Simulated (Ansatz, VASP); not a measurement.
PbS: VASP beside Ansatz

```
Pb S
1.0
     0.00000    2.96722    2.96722
     2.96722    0.00000    2.96722
     2.96722    2.96722    0.00000
Pb S
1 1
Direct
  0.50000 0.50000 0.50000
  0.00000 0.00000 0.00000
```

Alike in both runs: functional PBE; dispersion D3(BJ); k mesh 10 × 10 × 10; occupations gaussian, width 0.02 eV; no spin polarisation.

Ansatz relaxed the structure, and its values are those at the end. VASP's run is a single point on that final structure, the one shown.

|  | VASP | Ansatz |
| --- | --- | --- |
| version | VASP 6.6.1 | Ansatz 0.2.0 |
| potentials or method | VASP PAW PBE potentials, release 64 (Pb_d, S), cutoff 500 eV | scalar-relativistic, plane waves, PAW |
| valence electrons in the cell | 20 | 20 |

```tsv
	VASP	Ansatz	Ansatz less VASP
gap on the k mesh at the Fermi level (eV)	0.37	0.37	+0.001
least direct gap on the mesh (eV)	0.37	0.37	+0.001
pressure (GPa)	-0.1	0.0	+0.09
```

Ansatz's warnings: relaxed geometry near dispersion switch.

Spin-orbit coupling is off throughout.
